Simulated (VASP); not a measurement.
Set up this calculation in VASP 6.6.1, as the native input.

```yaml
Task: single point
Functional: PBE
Potentials_or_basis: VASP PAW PBE potentials, release 64 (Pb_d, O, F)
Cutoff: 520 eV
k_mesh: 6 × 6 × 1
Occupations: gaussian, width 0.1 eV
Spin: no spin polarisation
Dipole_correction: yes
Further_INCAR_settings: ALGO = Normal; EDIFF = 1e-06; NBANDS = 20
```

The structure of PbOF lies in POSCAR:

```
PbOF
1.0
    3.0606104600      0.0000000000      0.0000000000
   -1.5303052300      2.6505656800      0.0000000000
    0.0000000000      0.0000000000     17.0000000000
Pb O F
1 1 1
Direct
    0.0000000000      0.0000000000      0.5031764700
    0.3333333300      0.6666666700      0.4407537100
    0.6666666700      0.3333333300      0.5592462900
```

These files were run (other wordings do the same):

INCAR

```
SYSTEM = PbOF
PREC     = Accurate       ! precision mode
ENCUT    = 520            ! plane-wave cutoff, eV
EDIFF    = 1E-6           ! SCF threshold, eV
ISMEAR   = 0              ! smearing method
SIGMA    = 0.1            ! smearing width, eV
LREAL    = .FALSE.        ! projectors in reciprocal space
LASPH    = .TRUE.         ! aspherical terms in the spheres
NELM     = 80             ! most SCF steps
ALGO     = Normal         ! electronic algorithm
ISIF     = 2              ! what is computed and relaxed
LWAVE    = .FALSE.        ! write WAVECAR
LCHARG   = .TRUE.         ! write CHGCAR
LDIPOL   = .TRUE.       
IDIPOL   = 3            
DIPOL    = 0.5 0.5 0.501
GGA      = PE             ! functional
LELF     = .TRUE.         ! ELF
LVHAR    = .TRUE.       
LVACPOTAV= .TRUE.       
NBANDS   = 20             ! bands
```

KPOINTS

```
regular mesh
0
G
  6 6 1
  0 0 0
```

Potentials or basis: VASP PAW PBE potentials, release 64 (Pb_d, O, F).

The run is started by

```sh
$ cat potpaw_PBE.64/Pb_d/POTCAR potpaw_PBE.64/O/POTCAR potpaw_PBE.64/F/POTCAR > POTCAR
$ mpirun -np 1 vasp_std > vasp.out
```

It gave:

| Property | Result |
| --- | --- |
| Largest force | 8.512 eV/Å |

Caveat: the k points lie up to 0.40 Å⁻¹ apart; an odd number of electrons without spin polarisation forces a metal; a magnetic or distorted state may lie lower.

Wall time 16 s on 1 thread of Intel(R) Xeon(R) 6975P-C (Granite Rapids), with other jobs on the host, peak memory 0.24 GiB.
